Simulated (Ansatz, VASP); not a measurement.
**Two plane-wave programs on NaH4**

INCAR

```
PREC = Accurate
ENCUT = 520
EDIFF = 1E-7
ISMEAR = 0
SIGMA = 0.1
LREAL = F
LASPH = T
NELM = 60
ALGO = Normal
ISIF = 2
LWAVE = F
LCHARG = F
GGA = PE
NBANDS = 14
```

The input KPOINTS:

```
Automatic mesh
0
Gamma
  6 6 4
```

POSCAR

```
NaH4
1.0
    1.7174018900     -2.6755716300      0.0000000000
    1.7174018900      2.6755716300      0.0000000000
   -0.0402918800      0.0000000000      5.1384615400
Na H
1 4
Direct
    0.9074533400      0.0925466600      0.5000000000
    0.5286610300      0.4713389700      0.5000000000
    0.6084879500      0.2705912800      0.2914578600
    0.7294087200      0.3915120500      0.7085421400
    0.3289787800      0.6710212200      0.5000000000
```

Input for Ansatz:

```yaml
crystal:
  lattice:
    - [1.71740189, -2.67557163, 0.0]
    - [1.71740189, 2.67557163, 0.0]
    - [-0.04029188, 0.0, 5.13846154]
  atoms:
    - { symbol: Na, position: [0.90745334, 0.09254666, 0.5] }
    - { symbol: H, position: [0.52866103, 0.47133897, 0.5] }
    - { symbol: H, position: [0.60848795, 0.27059128, 0.29145786] }
    - { symbol: H, position: [0.72940872, 0.39151205, 0.70854214] }
    - { symbol: H, position: [0.32897878, 0.67102122, 0.5] }
basis:
  ecutwfc: 420
kpoints:
  mp_grid: { grid: [6, 6, 4] }
hamiltonian:
  xc: pbe
scf:
  occupations: { method: gaussian, width: 0.1 }
  lower_state_search: "off"
output:
  forces: true
  stress: true
  eigenvalues: true
```

Alike in both runs: task single point; functional PBE; k mesh 6 × 6 × 4; occupations gaussian, width 0.1 eV; no spin polarisation.

|  | VASP | Ansatz |
| --- | --- | --- |
| version | VASP 6.6.1 | Ansatz 0.2.0 |
| potentials or method | VASP PAW PBE potentials, release 64 (Na_pv, H), cutoff 520 eV | scalar-relativistic, plane waves, PAW |
| valence electrons in the cell | 11 | 13 |

|  | VASP | Ansatz | Ansatz less VASP |
| --- | --- | --- | --- |
| gap on the k mesh at the Fermi level (eV) | none | none | - |
| pressure (GPa) | 16.3 | 16.2 | -0.12 |
| traceless stress, the component that is largest in VASP (GPa) | -12.44 | -12.30 | +0.131 |
| rms of the force components (eV/Å) | 1.253 | 1.236 | -0.0166 |

Atom by atom the forces differ by 0.017 eV/Å (rms over components). A gap of «none» marks a metal or a gap that the smearing closes. VASP's potentials hold 11 valence electrons a cell and Ansatz's 13, so a difference there can come from the potentials and not from the codes.

The k mesh is coarse, so the values compare programs but aren't converged.
